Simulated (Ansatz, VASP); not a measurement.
## One calculation of KBr, two programs

```
CELL_PARAMETERS angstrom
0.00000 3.30000 3.30000
3.30000 0.00000 3.30000
3.30000 3.30000 0.00000
ATOMIC_POSITIONS crystal
Br 0.50000 0.50000 0.50000
K 0.00000 0.00000 0.00000
```

Alike in both runs: task relaxation of cell and atoms; functional B3LYP; k mesh 4 × 4 × 4; occupations fermi-dirac, width 0.05 eV; no spin polarisation.

|  | VASP | Ansatz |
| --- | --- | --- |
| version | VASP 6.6.1 | Ansatz 0.2.0 |
| potentials or method | VASP PAW PBE potentials, release 64 (Br, K_sv) | Ansatz PAW |
| plane-wave cutoff (eV) | 600 | 420 |
| valence electrons in the cell | 16 | 16 |

Ansatz gave:

```
gap on the k mesh at the Fermi level, each at its own relaxed structure (eV) : 5.72
relaxed volume (Å³/atom)                                                     : 38.32
relaxed length of the cell vector where the two differ most in proportion (Å)              : 4.768
```

Question: What did VASP give for the same quantities?

Answer: gap on the k mesh at the Fermi level, each at its own relaxed structure (eV): 5.74; relaxed volume (Å³/atom): 38.30; relaxed length of the cell vector where the two differ most in proportion (Å): 4.767.

VASP's potentials were made for PBE, not for B3LYP.

Noted on Ansatz's run: the plane-wave basis is chosen anew once the cell has moved, so the energies of steps on either side of that aren't comparable.
